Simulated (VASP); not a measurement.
A run of VASP 6.6.1 is set up as follows.

The input INCAR:

```
PREC = Accurate ; ENCUT = 500
EDIFF = 1E-6 ; ISMEAR = 0
SIGMA = 0.02 ; LREAL = False
LASPH = True ; NELM = 120
ALGO = Normal ; ISIF = 2
LWAVE = False ; LCHARG = True
GGA = PE ; IVDW = 12
LELF = True ; LVHAR = True
NBANDS = 17 ; GGA_COMPAT = False
```

The input KPOINTS:

```
Automatic mesh
0
Gamma
  10 10 10
```

The input POSCAR:

```
PbSe
1.0
    0.0000000000      3.0670825470      3.0670825470
    3.0670825470      0.0000000000      3.0670825470
    3.0670825470      3.0670825470      0.0000000000
Pb Se
1 1
Direct
    0.0000000000      0.0000000000      0.0000000000
    0.5000000000      0.5000000000      0.5000000000
```

Potentials or basis: VASP PAW PBE potentials, release 64 (Pb_d, Se).

The run is started by

```sh
$ cat potpaw_PBE.64/Pb_d/POTCAR potpaw_PBE.64/Se/POTCAR > POTCAR
$ mpirun -np 1 vasp_std > vasp.out
```

Predict the pressure.

0.0 GPa.

What does it give for the band gap on the k mesh?

0.31 eV, direct.

Caveat: spin-orbit coupling is left out, which moves the levels of the heavy elements. A k mesh can miss the band edges.
